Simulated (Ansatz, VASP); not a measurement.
This is a calculation of BaTiO3 for VASP 6.6.1.

The input INCAR:

```
SYSTEM = BaTiO3
PREC = Accurate
ENCUT = 520
EDIFF = 1E-6
ISMEAR = -1
SIGMA = 0.05
LREAL = .False.
LASPH = .True.
NELM = 60
ALGO = Normal
ISIF = 2
LWAVE = .False.
LCHARG = .True.
GGA = B5
ALDAX = 1.0
AGGAX = 1.0
AGGAC = 1.0
ALDAC = 0.0
IVDW = 13
VDW_S6 = 1.0
VDW_S8 = 2.34076671
VDW_A1 = 0.44488865
VDW_A2 = 4.0933009
LELF = .True.
LVHAR = .True.
NBANDS = 28
```

KPOINTS

```
Automatic mesh
0
Gamma
  7 7 7
  0 0 0
```

POSCAR

```
BaTiO3
1.0
    4.0262895137      0.0000000000      0.0000000000
    0.0000000000      4.0262895137      0.0000000000
    0.0000000000      0.0000000000      4.0446100470
Ba Ti O
1 1 3
Direct
    0.0000000000      0.0000000000      0.0000000000
    0.5000000000      0.5000000000      0.4900000000
    0.0000000000      0.5000000000      0.5170000000
    0.5000000000      0.0000000000      0.5170000000
    0.5000000000      0.5000000000      0.0190000000
```

Potentials or basis: VASP PAW PBE potentials, release 64 (Ba_sv, Ti_sv, O).

The run is started by

```console
$ cat potpaw_PBE.64/Ba_sv/POTCAR potpaw_PBE.64/Ti_sv/POTCAR potpaw_PBE.64/O/POTCAR > POTCAR
$ mpirun -np 1 vasp_std > vasp.out
```

Question: Translate it to Ansatz 0.2.0. Potentials there: Ansatz PAW.

Answer: As run (the cutoff follows the program's own potentials):

input.yaml

```yaml
crystal:
  lattice:
    - [4.0262895137, 0.0, 0.0]
    - [0.0, 4.0262895137, 0.0]
    - [0.0, 0.0, 4.044610047]
  atoms:
    - { symbol: Ba, position: [0.0, 0.0, 0.0] }
    - { symbol: Ti, position: [0.5, 0.5, 0.49] }
    - { symbol: O, position: [0.0, 0.5, 0.517] }
    - { symbol: O, position: [0.5, 0.0, 0.517] }
    - { symbol: O, position: [0.5, 0.5, 0.019] }
hamiltonian:
  xc: blyp
  pseudopotentials: { kind: paw }
  dispersion: d4
kpoints:
  mp_grid: { grid: [7, 7, 7] }
scf:
  occupations: { method: fermi_dirac, width: 0.05 }
output:
  forces: true
  stress: true
  eigenvalues: true
```

Potentials or basis: Ansatz PAW.

Command:

```console
$ ansatz run input.yaml --threads 2 --pin off --max-ram 5120MiB --backend cpu --events-out ev --progress --plain --runs-dir out
```

Both were run:

|  | VASP | Ansatz | Ansatz less VASP |
| --- | --- | --- | --- |
| gap on the k mesh at the Fermi level (eV) | 1.84 | 1.91 | +0.063 |
| least direct gap on the mesh (eV) | 2.05 | 2.08 | +0.030 |
| pressure (GPa) | 1.1 | -0.7 | -1.83 |
| traceless stress, the component that is largest in VASP (GPa) | 0.64 | 0.56 | -0.084 |
| rms of the force components (eV/Å) | 0.110 | 0.129 | +0.0199 |

VASP's potentials were made for PBE, not for BLYP. Atom by atom the forces differ by 0.027 eV/Å (rms over components).

Neither program's run includes spin-orbit coupling. Noted on Ansatz's run: odd divisions of the mesh miss points on the zone boundary, where band edges often lie, so the gap on the mesh can be too wide.
